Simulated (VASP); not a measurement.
Here is a VASP 6.6.1 calculation.

The input POSCAR:

```
ZrP3
1.0
    0.0000000000      3.7002572224      0.0000000000
    3.7002572224      0.0000000000      0.0000000000
    1.8501286112      1.8501286112     -4.7580539040
Zr P
1 3
Direct
    0.0000000000      0.0000000000      0.0000000000
    0.5000000000      0.5000000000      0.0000000000
    0.7500000000      0.2500000000      0.5000000000
    0.2500000000      0.7500000000      0.5000000000
```

Contents of INCAR.step1:

```
SYSTEM = ZrP3
ALGO = Normal
EDIFF = 1E-4
ENCUT = 520
GGA = PE
ISMEAR = 0
LASPH = .True.
LCHARG = .False.
LREAL = .False.
LWAVE = .True.
NBANDS = 22
NELM = 60
PREC = Accurate
SIGMA = 0.1008
```

Contents of INCAR.step2:

```
SYSTEM = ZrP3
ALGO = Normal
EDIFF = 1E-6
ENCUT = 520
ISIF = 2
ISMEAR = 0
ISTART = 1
LASPH = .True.
LCHARG = .True.
LELF = .True.
LMIXTAU = .True.
LREAL = .False.
LVHAR = .True.
LWAVE = .False.
METAGGA = R2SCAN
NBANDS = 22
NELM = 60
PREC = Accurate
SIGMA = 0.1008
```

Contents of KPOINTS:

```
k-points
0
Gamma
  5 5 5
  0 0 0
```

Potentials or basis: VASP PAW PBE potentials, release 64 (Zr_sv, P).

Launch:

```sh
$ cat potpaw_PBE.64/Zr_sv/POTCAR potpaw_PBE.64/P/POTCAR > POTCAR
$ cp INCAR.step1 INCAR
$ mpirun -np 1 vasp_std > vasp.out
$ cp INCAR.step2 INCAR
$ mpirun -np 1 vasp_std > vasp.out
```

Problem. Estimate the pressure.

Solution. -0.1 GPa.

Problem. Predict the band gap on the k mesh.

Solution. Zero (an odd number of electrons rules out a gap without spin polarisation).

Stress tensor (GPa, compression positive):
```
-0.16  0.00  0.00
 0.00 -0.16  0.00
 0.00  0.00 -0.08
```

Caveat: the k points lie up to 0.36 Å⁻¹ apart, too coarse for converged energies and pressures of a metal; the PAW data sets were made with another functional, which shifts forces and pressure a little.
